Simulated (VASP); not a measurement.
# Al (Im-3m) in VASP: a series of runs

Al is run at these levels: PBE; tasks: single point.

Program: VASP 6.6.1. These are calculated values, not measurements. Logs are shortened: lines on timing, memory, paths and dates and some standing lists are left out, and cuts for length are marked.

### Step 1. The cell of the first run

Symmetry: Im-3m, No. 229, cubic system. Conventional cell: a = 3.035 Å, b = 3.035 Å, c = 3.035 Å, α = 90.00°, β = 90.00°, γ = 90.00°. Within 3.5 Å of Al (site symmetry m-3m) lie 14 Al at 2.63 to 3.03 Å.

### Step 2. Single point, PBE

File INCAR:

```
PREC     = Accurate       # precision mode
ENCUT    = 520            # plane-wave cutoff, eV
EDIFF    = 1E-6           # SCF threshold, eV
ISMEAR   = 0              # smearing method
SIGMA    = 0.1            # smearing width, eV
LREAL    = False          # projectors in reciprocal space
LASPH    = True           # aspherical terms in the spheres
NELM     = 80             # most SCF steps
ALGO     = Normal         # electronic algorithm
ISIF     = 2              # what is computed and relaxed
LWAVE    = False          # write WAVECAR
LCHARG   = False          # write CHGCAR
GGA      = PE             # functional
NBANDS   = 8              # bands
```

File KPOINTS:

```
Automatic mesh
0
Gamma
  2 2 2
  0.5 0.5 0.5
```

File POSCAR:

```
Al
1.0
   -1.5172934059      1.5172934059      1.5172934059
    1.5172934059     -1.5172934059      1.5172934059
    1.5172934059      1.5172934059     -1.5172934059
Al
1
Direct
    0.0000000000      0.0000000000      0.0000000000
```

Potentials or basis: VASP PAW PBE potentials, release 64 (Al).

Launch:

```sh
$ cat potpaw_PBE.64/Al/POTCAR > POTCAR
$ mpirun -np 1 vasp_std > vasp.out
```

OUTCAR:

```text
PREC = Accurate
   ENCUT = 520
   EDIFF = 1E-6
   ISMEAR = 0
   LREAL = False
   LASPH = True
   NELM = 80
   ISIF = 2
   GGA = PE

 ion  position               nearest neighbor table
   1  0.000  0.000  0.000-

  LATTYP: Found a body centered cubic cell.
 ALAT       =     3.0345868118

  Lattice vectors:

 A1 = (  -1.5172934059,   1.5172934059,   1.5172934059)
 A2 = (   1.5172934059,  -1.5172934059,   1.5172934059)
 A3 = (   1.5172934059,   1.5172934059,  -1.5172934059)

Analysis of symmetry for initial positions (statically):
=====================================================================
 Subroutine PRICEL returns:
 Original cell was already a primitive cell.

 Routine SETGRP: Setting up the symmetry group for a
 body centered cubic supercell.

 Subroutine GETGRP returns: Found 48 space group operations
 (whereof 48 operations were pure point group operations)
 out of a pool of 48 trial point group operations.

The static configuration has the point symmetry O_h .

Analysis of symmetry for dynamics (positions and initial velocities):
=====================================================================
 Subroutine PRICEL returns:
 Original cell was already a primitive cell.

 Routine SETGRP: Setting up the symmetry group for a
 body centered cubic supercell.

 Subroutine GETGRP returns: Found 48 space group operations
 (whereof 48 operations were pure point group operations)
 out of a pool of 48 trial point group operations.

The dynamic configuration has the point symmetry O_h .

 Subroutine INISYM returns: Found 48 space group operations
 (whereof 48 operations are pure point group operations),
 and found     1 'primitive' translations

----------------------------------------------------------------------------------------

                                     Primitive cell

  volume of cell :      13.9723

  direct lattice vectors                    reciprocal lattice vectors
    -1.517293406  1.517293406  1.517293406     0.000000000  0.329534155  0.329534155
     1.517293406 -1.517293406  1.517293406     0.329534155  0.000000000  0.329534155
     1.517293406  1.517293406 -1.517293406     0.329534155  0.329534155  0.000000000

  length of vectors
     2.628029269  2.628029269  2.628029269     0.466031671  0.466031671  0.466031671

  position of ions in fractional coordinates (direct lattice)
     0.000000000  0.000000000  0.000000000

  ion indices of the primitive-cell ions
   primitive index   ion index
                 1           1

----------------------------------------------------------------------------------------

 KPOINTS: Automatic mesh

Automatic generation of k-mesh.
 Grid dimensions read from file:
 generate k-points for:    2    2    2

 Generating k-lattice:

  Cartesian coordinates                     Fractional coordinates (reciprocal lattice)
     0.000000000  0.164767077  0.164767077     0.500000000  0.000000000  0.000000000
     0.164767077  0.000000000  0.164767077     0.000000000  0.500000000  0.000000000
     0.164767077  0.164767077  0.000000000     0.000000000  0.000000000  0.500000000

  Length of vectors
     0.233015835  0.233015835  0.233015835

  Shift w.r.t. Gamma in fractional coordinates (k-lattice)
     0.500000000  0.500000000  0.500000000

 Subroutine IBZKPT returns following result:
 ===========================================

 Found      2 irreducible k-points:

 Following reciprocal coordinates:
            Coordinates               Weight
  0.250000  0.250000  0.250000      2.000000
 -0.250000  0.250000  0.250000      6.000000
   k-points           NKPTS =      2   k-points in BZ     NKDIM =      2   number of bands    NBANDS=      8
   number of dos      NEDOS =    301   number of ions     NIONS =      1
   total plane-waves  NPLWV =   8000
   dimension x,y,z NGX =    20 NGY =   20 NGZ =   20
   dimension x,y,z NGXF=    40 NGYF=   40 NGZF=   40
   ions per type =               1
   NGX,Y,Z   is equivalent  to a cutoff of  12.65, 12.65, 12.65 a.u.
   NGXF,Y,Z  is equivalent  to a cutoff of  25.30, 25.30, 25.30 a.u.
 SYSTEM =  unknown system
   PREC   = accura    normal or accurate (medium, high low for compatibility)
   ISTART =      0    job   : 0-new  1-cont  2-samecut
   ICHARG =      2    charge: 1-file 2-atom 10-const
   ISPIN  =      1    spin polarized calculation?
   LNONCOLLINEAR =      F non collinear calculations
   LSORBIT =      F    spin-orbit coupling
   LASPH  =      T    aspherical Exc in radial PAW
   ENCUT  =  520.0 eV  38.22 Ry    6.18 a.u.   4.89  4.89  4.89*2*pi/ulx,y,z
   NELM   =     80;   NELMIN=  2; NELMDL= -5     # of ELM steps
   EDIFF  = 0.1E-05   stopping-criterion for ELM
   LREAL  =      F    real-space projection
   EDIFFG = 0.1E-04   stopping-criterion for IOM
   NSW    =      0    number of steps for IOM
   IBRION =     -1    ionic relax: 0-MD 1-quasi-New 2-CG
   NFREE  =      0    steps in history (QN), initial steepest desc. (CG)
   ISIF   =      2    stress and relaxation
   ISYM   =      2    0-nonsym 1-usesym 2-fastsym
   POTIM  = 0.5000    time-step for ionic-motion
   TEBEG  =    0.0;   TEEND  =   0.0 temperature during run
   PSTRESS=    0.0 pullay stress
   NELECT =       3.0000    total number of electrons
   NUPDOWN=      -1.0000    fix difference up-down
   EMIN   =  10.00;   EMAX   =-10.00  energy-range for DOS
   EFERMI =   0.00;   METHOD = LEGACY
   ISMEAR =     0;   SIGMA  =   0.10  broadening in eV -4-tet -1-fermi 0-gaus
   EFERMI_NEDOS =   21; number of points for ismear=-14 and -15
   IALGO  =     38    algorithm
   IMIX   =      4    mixing-type and parameters
     AMIX     =   0.40;   BMIX     =  1.00
     AMIX_MAG =   1.60;   BMIX_MAG =  1.00
  volume/ion in A,a.u.               =      13.97        94.29
  Fermi-wavevector in a.u.,A,eV,Ry     =   0.980300  1.852498 13.075037  0.960988
  Thomas-Fermi vector in A             =   2.111220
   LORBIT       =      0    0 simple, 1 ext, 2 COOP (PROOUT), +10 PAW based schemes
   GGA     = PE    functional components
   LHFCALC =     F    Hartree Fock is set to
   AEXX    =    0.0000 exact exchange contribution
   IVDW    =     0    specifies the selected vdW correction
   LEPSILON=     F    determine dielectric tensor
   LRPA    =     F    only Hartree local field effects (RPA)
 non-spin polarized calculation
 Gauss-broadening in eV      SIGMA  =   0.10
  energy-cutoff  :      520.00
  volume of cell :       13.97
 maximum number of plane-waves:       378
   NGX =  9   NGY =  9   NGZ =  9

 number of electron       3.0000000 magnetization

 Free energy of the ion-electron system (eV)
  ---------------------------------------------------
  ext. energy  EPLUGINS =         0.00000000
  ---------------------------------------------------
  free energy    TOTEN  =        -3.36125213 eV

  energy without entropy =       -3.36125213  energy(sigma->0) =       -3.36125213

 E-fermi :   9.0345     XC(G=0): -10.8297

 val. band max:        8.5588004643   @ k =   0.2500   0.2500   0.2500
 cond. band min:      11.2188188841   @ k =   0.2500   0.2500   0.2500
 fundamental gap:      2.6600184198
 Fermi energy:         9.0345294010

 k-point     1 :       0.2500    0.2500    0.2500
  band No.  band energies     occupation
      1       8.5588      2.00000
      2       8.5588      2.00000
      3       8.5588      2.00000
      4      11.2188      0.00000
      5      33.8840      0.00000
      6      33.8840      0.00000
      7      35.6331      0.00000
      8      35.6331      0.00000

 k-point     2 :      -0.2500    0.2500    0.2500
  band No.  band energies     occupation
      1       1.4639      2.00000
      2      15.4534      0.00000
      3      15.4534      0.00000
      4      16.6042      0.00000
      5      19.5442      0.00000
      6      28.0929      0.00000
      7      29.7847      0.00000
      8      31.1218      0.00000

------------------------ aborting loop because EDIFF is reached ----------------------------------------

  FORCE on cell =-STRESS in cart. coord.  units (eV):
  Direction    XX          YY          ZZ          XY          YZ          ZX
  --------------------------------------------------------------------------------------
  -------------------------------------------------------------------------------------
  Total        0.3976601      0.3976601      0.3976601      0.0000000     -0.0000000     -0.0000000
  in kB       45.5988487     45.5988487     45.5988487      0.0000000     -0.0000000     -0.0000000
  external PRESSURE =      45.5988487 kB  Pullay stress =       0.0000000 kB

 VOLUME and BASIS-vectors are now :
 -----------------------------------------------------------------------------
  energy-cutoff  :      520.00
  volume of cell :       13.97
      direct lattice vectors                 reciprocal lattice vectors
    -1.517293406  1.517293406  1.517293406     0.000000000  0.329534155  0.329534155
     1.517293406 -1.517293406  1.517293406     0.329534155  0.000000000  0.329534155
     1.517293406  1.517293406 -1.517293406     0.329534155  0.329534155  0.000000000

 POSITION                                       TOTAL-FORCE (eV/Angst)
 -----------------------------------------------------------------------------------
      0.00000      0.00000      0.00000         0.000000      0.000000     -0.000000
 -----------------------------------------------------------------------------------
    total drift:                                0.000000      0.000000     -0.000000

  FREE ENERGIE OF THE ION-ELECTRON SYSTEM (eV)
  ---------------------------------------------------
  free  energy   TOTEN  =        -3.3612521257 eV

  energy  without entropy=       -3.3612521257  energy(sigma->0) =       -3.36125213
```

Run time: 0.8 s. Hardware: 1 thread of Intel Xeon 6975P-C (Granite Rapids), shared host; peak memory 0.11 GiB.

What came out:

* Free energy: -3.3613 eV
* Pressure: 4.6 GPa

Caveat: the k points lie up to 1.46 Å⁻¹ apart.

### Step 3. Single point, PBE

This run uses another cell than the first one, of 16.12 Å³/atom, 1.153 times its volume.

File INCAR:

```
SYSTEM = Al
PREC     = Accurate       ! precision mode
ENCUT    = 520            ! plane-wave cutoff, eV
EDIFF    = 1E-6           ! SCF threshold, eV
ISMEAR   = 1              ! smearing method
SIGMA    = 0.33           ! smearing width, eV
LREAL    = .False.        ! projectors in reciprocal space
LASPH    = .True.         ! aspherical terms in the spheres
NELM     = 60             ! most SCF steps
ALGO     = Fast           ! electronic algorithm
ISIF     = 2              ! what is computed and relaxed
LWAVE    = .False.        ! write WAVECAR
LCHARG   = .False.        ! write CHGCAR
GGA      = PE             ! functional
NBANDS   = 8              ! bands
```

File KPOINTS:

```
regular mesh
0
Gamma
  2 2 2
  0 0 0
```

File POSCAR:

```
Al
1.0
   -1.5912186900      1.5912186900      1.5912186900
    1.5912186900     -1.5912186900      1.5912186900
    1.5912186900      1.5912186900     -1.5912186900
Al
1
Direct
    0.0000000000      0.0000000000      0.0000000000
```

Potentials or basis: VASP PAW PBE potentials, release 64 (Al).

Launch:

```sh
$ cat potpaw_PBE.64/Al/POTCAR > POTCAR
$ mpirun -np 1 vasp_std > vasp.out
```

Run time: 0.9 s. Hardware: 1 thread of Intel Xeon 6975P-C (Granite Rapids), shared host; peak memory 0.11 GiB.

It converged, with:

- Free energy: -4.5748 eV
- Pressure: -1.3 GPa

Levels at points of the mesh, in eV from the Fermi level:
| k point | band 1 | band 2 | band 3 | band 4 | band 5 |
| --- | --- | --- | --- | --- | --- |
| (0.00, 0.00, 0.00) | -7.55 | 17.16 | 17.16 | 17.16 | 18.80 |
| (0.50, 0.00, 0.00) | -0.66 | -0.14 | 12.07 | 12.09 | 13.89 |
| (0.50, 0.50, 0.50) | 5.66 | 5.66 | 5.66 | 6.70 | 6.70 |

Caveat: the k points lie up to 1.40 Å⁻¹ apart.
